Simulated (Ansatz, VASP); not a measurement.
# GaN in VASP and in Ansatz

```
Ga N
1.0
     0.00000    2.22770    2.21657
     2.22770    0.00000    2.21657
     2.22770    2.22770    0.00000
Ga N
1 1
Direct
  0.00000 0.00000 0.00000
  0.25000 0.25000 0.25000
```

Change from the starting cell: z stretched by -0.5 %, x and y held.

Alike in both runs: task single point; functional LDA; k mesh 10 × 10 × 10; non-collinear spin, spin-orbit coupling.

|  | VASP | Ansatz |
| --- | --- | --- |
| version | VASP 6.6.1 | Ansatz 0.2.0 |
| potentials or method | VASP PAW LDA potentials, release 64 (Ga_d, N), cutoff 520 eV | all-electron LAPW |
| occupations | gaussian, width 0.01 eV | fixed |

Ansatz gave:

```
pressure (GPa)                                                : 1.2
traceless stress, the component that is largest in VASP (GPa) : 0.43
net moment per atom (μB)                                      : 0.00
```

Question: Which values does VASP return?

Answer: Pressure (GPa): 2.1; traceless stress, the component that is largest in VASP (GPa): 0.42; net moment per atom (μB): 0.00.

LDA's correlation is that of Perdew and Zunger in VASP and of Perdew and Wang (1992) in Ansatz. Ansatz ran all-electron here, and VASP with PAW potentials.
